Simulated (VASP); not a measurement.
## MoS2: single point with LDA

MoS2:

```
Mo S
1.0
     3.16100    0.00000    0.00000
    -1.58050    2.73751    0.00000
     0.00000    0.00000   12.29500
Mo S
2 4
Cartesian
  0.0000 1.8250 3.0737
  1.5805 0.9125 9.2212
  0.0000 1.8250 7.7151
  1.5805 0.9125 1.5676
  0.0000 1.8250 10.7274
  1.5805 0.9125 4.5799
```

* Program: VASP 6.6.1
* Task: single point
* Functional: LDA
* Potentials or basis: VASP PAW LDA potentials, release 64 (Mo_sv, S)
* Cutoff: 520 eV
* k mesh: 10 × 10 × 3
* Occupations: fermi-dirac, width 0.03 eV
* Spin: no spin polarisation
* Dipole correction: no
* k mesh for the DOS: 15 × 15 × 5
* Occupations for the DOS: tetrahedron
* Further INCAR settings: ALGO = Normal; EDIFF = 1e-07

- Valence electrons inside the program's atomic spheres: Mo 12.60; S 3.71

Levels at points of the mesh, in eV from the valence-band top:
```
           k point  band 22  band 23  band 24  band 25  band 26  band 27  band 28  band 29  band 30  band 31
(0.00, 0.00, 0.00)    -2.57    -2.57    -1.30    -1.19     0.00     1.97     1.97     1.98     1.98     2.31
```

It took 4 min on 1 thread of Intel(R) Xeon(R) Platinum 8375C CPU @ 2.90GHz (Ice Lake) (shared host), peak memory 0.33 GiB.
